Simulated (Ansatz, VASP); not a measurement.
# Cs in VASP and in Ansatz

Contents of INCAR:

```
SYSTEM = Cs
  ALGO = Fast
  EDIFF = 1E-7
  ENCUT = 520
  GGA = PE
  ISIF = 2
  ISMEAR = 0
  LASPH = .True.
  LCHARG = .False.
  LREAL = .False.
  LWAVE = .False.
  NBANDS = 10
  NELM = 60
  PREC = Accurate
  SIGMA = 0.15
```

KPOINTS

```
k-points
0
Gamma
  12 12 12
  0 0 0
```

The input POSCAR:

```
Cs
1.0
   -3.2834830242      3.2834830242      2.5611167589
    3.2834830242     -3.2834830242      2.5611167589
    3.2834830242      3.2834830242     -2.5611167589
Cs
1
Direct
    0.0000000000      0.0000000000      0.0000000000
```

Input for Ansatz:

```yaml
crystal:
  lattice:
    - [-3.2834830242, 3.2834830242, 2.5611167589]
    - [3.2834830242, -3.2834830242, 2.5611167589]
    - [3.2834830242, 3.2834830242, -2.5611167589]
  atoms:
    - { symbol: Cs, position: [0.0, 0.0, 0.0] }
basis:
  ecutwfc: 420
kpoints:
  mp_grid: { grid: [12, 12, 12] }
hamiltonian:
  xc: pbe
scf:
  occupations: { method: gaussian, width: 0.15 }
output:
  forces: true
  stress: true
  eigenvalues: true
```

Alike in both runs: task single point; functional PBE; k mesh 12 × 12 × 12; occupations gaussian, width 0.15 eV; no spin polarisation.

```csv
,VASP,Ansatz
version,VASP 6.6.1,Ansatz 0.2.0
potentials or method,"VASP PAW PBE potentials, release 64 (Cs_sv), cutoff 520 eV","scalar-relativistic, plane waves, PAW"
valence electrons in the cell,9,9
```

|  | VASP | Ansatz | Ansatz less VASP |
| --- | --- | --- | --- |
| gap on the k mesh at the Fermi level (eV) | none | none | - |
| pressure (GPa) | 0.2 | 0.2 | +0.01 |
| traceless stress, the component that is largest in VASP (GPa) | 0.24 | 0.24 | 0.000 |

A gap of «none» marks a metal or a gap that the smearing closes.

Spin-orbit coupling is off throughout.
